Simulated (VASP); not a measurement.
# Ag (P6_3/mmc) in VASP: notebook

Ag is run at these levels: PBE; tasks: single point.

Everything below comes from runs of VASP 6.6.1. Logs are shortened: lines on timing, memory, paths and dates and some standing lists are left out, and cuts for length are marked.

## 1. The cell of the first run

The structure is hexagonal, space group P6_3/mmc (No. 194). The conventional cell has a = 2.442 Å, b = 2.442 Å, c = 4.009 Å, α = 90.00°, β = 90.00°, γ = 120.00°. Ag (site symmetry -6m2) has 12 Ag at 2.44 to 2.45 Å within 3.2 Å.

## 2. Single point, PBE (volume scaled by 0.58)

INCAR reads:

```
SYSTEM = Ag
PREC = Accurate ; ENCUT = 520
EDIFF = 1E-6 ; ISMEAR = -1
SIGMA = 0.05 ; LREAL = .FALSE.
LASPH = .TRUE. ; NELM = 60
ALGO = Normal ; ISIF = 2
LWAVE = .FALSE. ; LCHARG = .TRUE.
GGA = PE ; LELF = .TRUE.
LVHAR = .TRUE. ; NBANDS = 18
```

KPOINTS reads:

```
Automatic mesh
0
G
  15 15 8
  0 0 0
```

POSCAR reads:

```
Ag
1.0
    2.4424360943      0.0000000000      0.0000000000
   -1.2212180472      2.1152117048      0.0000000000
    0.0000000000      0.0000000000      4.0091366614
Ag
2
Direct
    0.3333333333      0.6666666667      0.2500000000
    0.6666666667      0.3333333333      0.7500000000
```

Potentials or basis: VASP PAW PBE potentials, release 64 (Ag).

Started as:

```
$ cat potpaw_PBE.64/Ag/POTCAR > POTCAR
$ mpirun -np 1 vasp_std > vasp.out
```

OUTCAR:

```text
SYSTEM = Ag
   PREC = Accurate
   ENCUT = 520
   EDIFF = 1E-6
   ISMEAR = -1
   LREAL = .FALSE.
   LASPH = .TRUE.
   NELM = 60
   ISIF = 2
   GGA = PE

 ion  position               nearest neighbor table
   1  0.333  0.667  0.250-   2 2.45   2 2.45   2 2.45   2 2.45   2 2.45   2 2.45   2 3.46   2 3.46
                             2 3.46   2 3.46   2 3.46   2 3.46
   2  0.667  0.333  0.750-   1 2.45   1 2.45   1 2.45   1 2.45   1 2.45   1 2.45   1 3.46   1 3.46
                             1 3.46   1 3.46   1 3.46   1 3.46

  LATTYP: Found a hexagonal cell.
 ALAT       =     2.4424360943
 C/A-ratio  =     1.6414499731

  Lattice vectors:

 A1 = (   2.4424360943,   0.0000000000,   0.0000000000)
 A2 = (  -1.2212180472,   2.1152117048,   0.0000000000)
 A3 = (   0.0000000000,   0.0000000000,   4.0091366614)

Analysis of symmetry for initial positions (statically):
=====================================================================
 Subroutine PRICEL returns:
 Original cell was already a primitive cell.

 Routine SETGRP: Setting up the symmetry group for a
 hexagonal supercell.

 Subroutine GETGRP returns: Found 24 space group operations
 (whereof 12 operations were pure point group operations)
 out of a pool of 24 trial point group operations.

The static configuration has the point symmetry D_3d.
 The point group associated with its full space group is D_6h.

Analysis of symmetry for dynamics (positions and initial velocities):
=====================================================================
 Subroutine PRICEL returns:
 Original cell was already a primitive cell.

 Routine SETGRP: Setting up the symmetry group for a
 hexagonal supercell.

 Subroutine GETGRP returns: Found 24 space group operations
 (whereof 12 operations were pure point group operations)
 out of a pool of 24 trial point group operations.

The dynamic configuration has the point symmetry D_3d.
 The point group associated with its full space group is D_6h.

 Subroutine INISYM returns: Found 24 space group operations
 (whereof 12 operations are pure point group operations),
 and found     1 'primitive' translations

----------------------------------------------------------------------------------------

                                     Primitive cell

  volume of cell :      20.7123

  direct lattice vectors                    reciprocal lattice vectors
     2.442436094  0.000000000  0.000000000     0.409427294  0.236382958  0.000000000
    -1.221218047  2.115211705  0.000000000     0.000000000  0.472765916  0.000000000
     0.000000000  0.000000000  4.009136661     0.000000000  0.000000000  0.249430260

  length of vectors
     2.442436094  2.442436094  4.009136661     0.472765916  0.472765916  0.249430260

  position of ions in fractional coordinates (direct lattice)
     0.333333333  0.666666667  0.250000000
     0.666666667  0.333333333  0.750000000

  ion indices of the primitive-cell ions
   primitive index   ion index
                 1           1
                 2           2

----------------------------------------------------------------------------------------

 KPOINTS: Automatic mesh

Automatic generation of k-mesh.
 Grid dimensions read from file:
 generate k-points for:   15   15    8

 Generating k-lattice:

  Cartesian coordinates                     Fractional coordinates (reciprocal lattice)
     0.027295153  0.015758864  0.000000000     0.066666667  0.000000000  0.000000000
     0.000000000  0.031517728  0.000000000     0.000000000  0.066666667  0.000000000
     0.000000000  0.000000000  0.031178783     0.000000000  0.000000000  0.125000000

  Length of vectors
     0.031517728  0.031517728  0.031178783

  Shift w.r.t. Gamma in fractional coordinates (k-lattice)
     0.000000000  0.000000000  0.000000000

 Subroutine IBZKPT returns following result:
 ===========================================

 Found    135 irreducible k-points:

 Following reciprocal coordinates:
            Coordinates               Weight
  0.000000  0.000000  0.000000      1.000000
  0.066667  0.000000  0.000000      6.000000
  0.133333 -0.000000  0.000000      6.000000
  0.200000 -0.000000  0.000000      6.000000
  0.266667 -0.000000  0.000000      6.000000
  0.333333  0.000000  0.000000      6.000000
[... 16 lines left out ...]
  0.333333  0.200000  0.000000     12.000000
  0.400000  0.200000  0.000000      6.000000
 [... further k-points ...]
   k-points           NKPTS =    135   k-points in BZ     NKDIM =    135   number of bands    NBANDS=     18
   number of dos      NEDOS =    301   number of ions     NIONS =      2
   total plane-waves  NPLWV =   9720
   dimension x,y,z NGX =    18 NGY =   18 NGZ =   30
   dimension x,y,z NGXF=    36 NGYF=   36 NGZF=   60
   ions per type =               2
   NGX,Y,Z   is equivalent  to a cutoff of  12.25, 12.25, 12.44 a.u.
   NGXF,Y,Z  is equivalent  to a cutoff of  24.50, 24.50, 24.88 a.u.
 SYSTEM =  Ag
   PREC   = accura    normal or accurate (medium, high low for compatibility)
   ISTART =      0    job   : 0-new  1-cont  2-samecut
   ICHARG =      2    charge: 1-file 2-atom 10-const
   ISPIN  =      1    spin polarized calculation?
   LNONCOLLINEAR =      F non collinear calculations
   LSORBIT =      F    spin-orbit coupling
   LASPH  =      T    aspherical Exc in radial PAW
   ENCUT  =  520.0 eV  38.22 Ry    6.18 a.u.   4.54  4.54  7.45*2*pi/ulx,y,z
   NELM   =     60;   NELMIN=  2; NELMDL= -5     # of ELM steps
   EDIFF  = 0.1E-05   stopping-criterion for ELM
   LREAL  =      F    real-space projection
   EDIFFG = 0.1E-04   stopping-criterion for IOM
   NSW    =      0    number of steps for IOM
   IBRION =     -1    ionic relax: 0-MD 1-quasi-New 2-CG
   NFREE  =      0    steps in history (QN), initial steepest desc. (CG)
   ISIF   =      2    stress and relaxation
   ISYM   =      2    0-nonsym 1-usesym 2-fastsym
   POTIM  = 0.5000    time-step for ionic-motion
   TEBEG  =    0.0;   TEEND  =   0.0 temperature during run
   PSTRESS=    0.0 pullay stress
   NELECT =      22.0000    total number of electrons
   NUPDOWN=      -1.0000    fix difference up-down
   EMIN   =  10.00;   EMAX   =-10.00  energy-range for DOS
   EFERMI =   0.00;   METHOD = LEGACY
   ISMEAR =    -1;   SIGMA  =   0.05  broadening in eV -4-tet -1-fermi 0-gaus
   EFERMI_NEDOS =   21; number of points for ismear=-14 and -15
   IALGO  =     38    algorithm
   IMIX   =      4    mixing-type and parameters
     AMIX     =   0.40;   BMIX     =  1.00
     AMIX_MAG =   1.60;   BMIX_MAG =  1.00
  volume/ion in A,a.u.               =      10.36        69.89
  Fermi-wavevector in a.u.,A,eV,Ry     =   1.670346  3.156496 37.961010  2.790055
  Thomas-Fermi vector in A             =   2.755860
   LORBIT       =      0    0 simple, 1 ext, 2 COOP (PROOUT), +10 PAW based schemes
   GGA     = PE    functional components
   LHFCALC =     F    Hartree Fock is set to
   AEXX    =    0.0000 exact exchange contribution
   IVDW    =     0    specifies the selected vdW correction
   LEPSILON=     F    determine dielectric tensor
   LRPA    =     F    only Hartree local field effects (RPA)
 non-spin polarized calculation
  energy-cutoff  :      520.00
  volume of cell :       20.71
 maximum number of plane-waves:       578
   NGX =  9   NGY =  9   NGZ = 15

 number of electron      22.0000004 magnetization

 Free energy of the ion-electron system (eV)
  ---------------------------------------------------
  ext. energy  EPLUGINS =         0.00000000
  ---------------------------------------------------
  free energy    TOTEN  =         0.51700691 eV

  energy without entropy =        0.51803383  energy(sigma->0) =        0.51752037

 E-fermi :  18.1705     XC(G=0): -15.4512

 val. band max:       18.1602478153   @ k =   0.0667   0.0667   0.0000
 cond. band min:      18.3012181484   @ k =   0.4667   0.0667   0.1250
 fundamental gap:      0.1409703331
 Fermi energy:        18.1704979998

 k-point     1 :       0.0000    0.0000    0.0000
  band No.  band energies     occupation
      1       5.4844      2.00000
      2       6.8357      2.00000
      3      10.1024      2.00000
      4      10.3204      2.00000
      5      10.3204      2.00000
      6      10.9061      2.00000
[... 10 lines left out ...]
     17      42.6592      0.00000
     18      42.6598      0.00000

 k-point     2 :       0.0667    0.0000    0.0000
  band No.  band energies     occupation
      1       5.6768      2.00000
      2       6.9750      2.00000
      3       9.9043      2.00000
      4      10.4656      2.00000
      5      10.4900      2.00000
      6      10.8364      2.00000
[... 10 lines left out ...]
     17      41.2320      0.00000
     18      41.3803      0.00000

 k-point     3 :       0.1333   -0.0000    0.0000
  band No.  band energies     occupation
      1       6.2157      2.00000
      2       7.3306      2.00000
      3       9.5755      2.00000
      4      10.5699      2.00000
      5      10.8891      2.00000
      6      10.9284      2.00000
[... 10 lines left out ...]
     17      38.9494      0.00000
     18      39.3596      0.00000

 k-point     4 :       0.2000   -0.0000    0.0000
  band No.  band energies     occupation
      1       6.9468      2.00000
      2       7.6623      2.00000
      3       9.3945      2.00000
      4       9.9636      2.00000
      5      10.4028      2.00000
      6      11.0889      2.00000
[... 375 lines left out ...]
      4       9.7152      2.00000
      5       9.8506      2.00000
      6      10.9851      2.00000
[... 10 lines left out ...]
     17      36.0777      0.00000
     18      36.1198      0.00000

 k-point    23 :       0.3333    0.2000    0.0000
  band No.  band energies     occupation
      1       7.5282      2.00000
      2       7.8777      2.00000
      3       8.5300      2.00000
      4       9.8767      2.00000
      5      10.2474      2.00000
      6      10.6608      2.00000
[... 10 lines left out ...]
     17      33.9008      0.00000
     18      35.1027      0.00000

 k-point    24 :       0.4000    0.2000    0.0000
  band No.  band energies     occupation
      1       7.4280      2.00000
      2       7.8034      2.00000
      3       8.5274      2.00000
      4       9.9306      2.00000
      5      10.4519      2.00000
      6      10.5025      2.00000
[... 10 lines left out ...]
     17      32.7414      0.00000
     18      34.6825      0.00000

 [... further k-points ...]
[... 5 lines left out ...]
  --------------------------------------------------------------------------------------
  -------------------------------------------------------------------------------------
  Total       29.3949114     29.3949114     29.4099826     -0.0000000      0.0000000      0.0000000
  in kB     2273.8134299   2273.8134299   2274.9792448     -0.0000001      0.0000000      0.0000000
  external PRESSURE =    2274.2020349 kB  Pullay stress =       0.0000000 kB

 VOLUME and BASIS-vectors are now :
 -----------------------------------------------------------------------------
  energy-cutoff  :      520.00
  volume of cell :       20.71
      direct lattice vectors                 reciprocal lattice vectors
     2.442436094  0.000000000  0.000000000     0.409427294  0.236382958  0.000000000
    -1.221218047  2.115211705  0.000000000     0.000000000  0.472765916  0.000000000
     0.000000000  0.000000000  4.009136661     0.000000000  0.000000000  0.249430260

 POSITION                                       TOTAL-FORCE (eV/Angst)
 -----------------------------------------------------------------------------------
     -0.00000      1.41014      1.00228         0.000000     -0.000000      0.000000
      1.22122      0.70507      3.00685        -0.000000      0.000000      0.000000
 -----------------------------------------------------------------------------------
    total drift:                               -0.000000      0.000000     -0.000000

  FREE ENERGIE OF THE ION-ELECTRON SYSTEM (eV)
  ---------------------------------------------------
  free  energy   TOTEN  =         0.5170069103 eV

  energy  without entropy=        0.5180338262  energy(sigma->0) =        0.51752037
```

It took 22 s on 1 thread of AMD EPYC 9R45 (Zen 5), shared host; peak memory 0.13 GiB.

What came out:

```
Free energy            : 0.5170 eV
Pressure               : 227.4 GPa
Band gap on the k mesh : zero (band 11 reaches 23.99 eV, above the bottom of band 12 at 13.40 eV)
```

Levels at points of the mesh, in eV from the Fermi level:
```csv
k point,band 7,band 8,band 9,band 10,band 11,band 12,band 13,band 14,band 15,band 16
"(0.00, 0.00, 0.00)",-7.26,-6.40,-6.40,-4.09,-4.09,-2.42,6.96,15.44,17.82,18.78
"(0.00, 0.00, 0.50)",-7.71,-7.71,-4.77,-4.77,-4.77,-4.77,14.08,14.08,17.15,17.15
```

Caveat: the cell differs from its parent crystal (volume scaled by 0.58).

## 3. Single point, PBE

This run uses another cell than the first one, of 12.14 Å³/atom, 1.172 times its volume.

INCAR reads:

```
SYSTEM = Ag
ALGO = Normal
EDIFF = 1E-6
ENCUT = 520
GGA = PE
ISIF = 2
ISMEAR = -1
LASPH = .TRUE.
LCHARG = .FALSE.
LREAL = .FALSE.
LWAVE = .FALSE.
NBANDS = 18
NELM = 60
PREC = Accurate
SIGMA = 0.05
```

KPOINTS reads:

```
k-points
0
G
  15 15 8
  0 0 0
```

POSCAR reads:

```
Ag
1.0
    2.5741117118      0.0000000000      0.0000000000
   -1.2870558559      2.2292461346      0.0000000000
    0.0000000000      0.0000000000      4.2317832689
Ag
2
Direct
    0.3333333333      0.6666666667      0.2500000000
    0.6666666667      0.3333333333      0.7500000000
```

Potentials or basis: VASP PAW PBE potentials, release 64 (Ag).

Started as:

```
$ cat potpaw_PBE.64/Ag/POTCAR > POTCAR
$ mpirun -np 1 vasp_std > vasp.out
```

It took 21 s on 1 thread of AMD EPYC 9R45 (Zen 5), shared host; peak memory 0.14 GiB.

The run converged. Its results:

- Free energy: -2.9962 eV
- Pressure: 103.6 GPa
- Band gap on the k mesh: zero (band 11 reaches 19.56 eV, above the bottom of band 12 at 10.21 eV)

Levels at points of the mesh, in eV from the Fermi level:
```
           k point  band 8  band 9  band 10  band 11  band 12  band 13  band 14  band 15
(0.00, 0.00, 0.00)   -5.50   -5.50    -3.74    -3.74    -1.79     5.55    15.84    18.01
(0.00, 0.00, 0.50)   -6.54   -4.28    -4.28    -4.28    -4.28    13.36    13.36    16.66
```

## 4. Single point, PBE

INCAR reads:

```
ALGO = Normal
EDIFF = 1E-7
ENCUT = 520
GGA = PE
ISIF = 2
ISMEAR = -1
LASPH = True
LCHARG = False
LREAL = False
LWAVE = False
NBANDS = 18
NELM = 80
PREC = Accurate
SIGMA = 0.05
```

KPOINTS reads:

```
k-points
0
Gamma
  15 15 8
```

POSCAR is that of step 3.

Started as:

```
$ cat potpaw_PBE.64/Ag/POTCAR > POTCAR
$ mpirun -np 1 vasp_std > vasp.out
```

Run time: 24 s. Hardware: 1 thread of AMD EPYC 9R45 (Zen 5), shared host; peak memory 0.14 GiB.

It converged, with:

| Property | Result |
| --- | --- |
| Free energy | -2.9962 eV |
| Pressure | 103.6 GPa |
| Band gap on the k mesh | zero (band 11 reaches 19.56 eV, above the bottom of band 12 at 10.21 eV) |

Levels at points of the mesh, in eV from the Fermi level:
| k point | band 8 | band 9 | band 10 | band 11 | band 12 | band 13 | band 14 | band 15 |
| --- | --- | --- | --- | --- | --- | --- | --- | --- |
| (0.00, 0.00, 0.00) | -5.50 | -5.50 | -3.74 | -3.74 | -1.79 | 5.55 | 15.84 | 18.01 |
| (0.00, 0.00, 0.50) | -6.54 | -4.28 | -4.28 | -4.28 | -4.28 | 13.36 | 13.36 | 16.66 |
